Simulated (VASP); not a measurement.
Set up this calculation in VASP 6.6.1, as the native input.

```yaml
Task: single point
Functional: r2SCAN
Potentials_or_basis: VASP PAW PBE potentials, release 64 (Pb_d)
Cutoff: 520 eV
k_mesh: 18 × 18 × 10
Occupations: gaussian, width 0.15 eV
Spin: no spin polarisation
Dipole_correction: no
Further_INCAR_settings: ALGO = Normal; EDIFF = 1e-07; NBANDS = 21
```

Crystal: Pb.

```
Pb
1.0
     3.18859    0.00000    0.00000
    -1.59429    2.76140    0.00000
     0.00000    0.00000    6.65846
Pb
2
Cartesian
  0.0000 1.8409 1.6646
  1.5943 0.9205 4.9938
```

This cell differs from its parent crystal: ratio of the length along z to the lengths across it x 1.3, volume and fractional coordinates fixed.

One way to write it, as run:

POSCAR

```
Pb
1.0
    3.1885865710      0.0000000000      0.0000000000
   -1.5942932855      2.7613969726      0.0000000000
    0.0000000000      0.0000000000      6.6584637968
Pb
2
Direct
    0.3333333333      0.6666666667      0.2500000000
    0.6666666667      0.3333333333      0.7500000000
```

INCAR.step1

```
PREC = Accurate
ENCUT = 520
ISMEAR = 0
SIGMA = 0.15
LREAL = F
LASPH = T
NELM = 100
NBANDS = 21
GGA = PE
ALGO = Normal
EDIFF = 1E-4
LWAVE = T
LCHARG = F
```

INCAR.step2

```
PREC = Accurate
ENCUT = 520
EDIFF = 1E-7
ISMEAR = 0
SIGMA = 0.15
LREAL = F
LASPH = T
NELM = 100
ALGO = Normal
ISIF = 2
LWAVE = F
LCHARG = F
METAGGA = R2SCAN
LMIXTAU = T
NBANDS = 21
ISTART = 1
```

KPOINTS

```
Automatic mesh
0
Gamma
  18 18 10
```

Potentials or basis: VASP PAW PBE potentials, release 64 (Pb_d).

Run with:

```sh
$ cat potpaw_PBE.64/Pb_d/POTCAR > POTCAR
$ cp INCAR.step1 INCAR
$ mpirun -np 1 vasp_std > vasp.out
$ cp INCAR.step2 INCAR
$ mpirun -np 1 vasp_std > vasp.out
```

It gave:

| Item | Value |
| --- | --- |
| Pressure | 6.6 GPa |
| Band gap on the k mesh | zero (band 14 reaches 11.51 eV, above the bottom of band 15 at 5.68 eV) |

Caveat: the PAW data sets were made with another functional, which shifts forces and pressure a little; spin-orbit coupling is left out, which moves the levels of the heavy elements.

Wall time 9.5 min on 1 thread of Intel(R) Xeon(R) Platinum 8124M CPU @ 3.00GHz (Skylake/Cascade Lake), with other jobs on the host, peak memory 0.34 GiB.
